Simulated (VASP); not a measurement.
Set up this calculation in VASP 6.6.1, as the native input.

| Item | Value |
| --- | --- |
| Task | single point |
| Functional | PBEsol |
| Potentials or basis | VASP PAW PBE potentials, release 64 (Re) |
| Cutoff | 520 eV |
| k mesh | 18 × 18 × 10 |
| Occupations | gaussian, width 0.15 eV |
| Spin | no spin polarisation |
| Dipole correction | no |
| Further INCAR settings | ALGO = Normal; EDIFF = 1e-06; NBANDS = 14 |

The structure of Re lies in POSCAR:

```
Re
1.0
    2.6586000000      0.0000000000      0.0000000000
   -1.3293000000      2.3024151385      0.0000000000
    0.0000000000      0.0000000000      3.9101000000
Re
2
Direct
    0.3333333333      0.6666666667      0.2500000000
    0.6666666667      0.3333333333      0.7500000000
```

These files were run (other wordings do the same):

INCAR

```
ALGO = Normal
EDIFF = 1E-6
ENCUT = 520
GGA = PS
ISIF = 2
ISMEAR = 0
LASPH = T
LCHARG = T
LELF = T
LREAL = F
LVHAR = T
LWAVE = F
NBANDS = 14
NELM = 100
PREC = Accurate
SIGMA = 0.15
```

KPOINTS

```
k-points
0
Gamma
  18 18 10
```

Potentials or basis: VASP PAW PBE potentials, release 64 (Re).

Launch:

```sh
$ cat potpaw_PBE.64/Re/POTCAR > POTCAR
$ mpirun -np 1 vasp_std > vasp.out
```

Results of the run:

```
Pressure               : 124.7 GPa
Band gap on the k mesh : zero (bands 7 and 8 overlap by 4.60 eV)
```

Caveat: the stress differs along the axes, from 102 to 170 GPa; the PAW data sets were made with another functional, which shifts forces and pressure a little; spin-orbit coupling is left out, which moves the levels of the heavy elements.

Wall time 58 s on 1 thread of AMD EPYC 7R13 Processor (Zen 3), with other jobs on the host, peak memory 0.15 GiB.
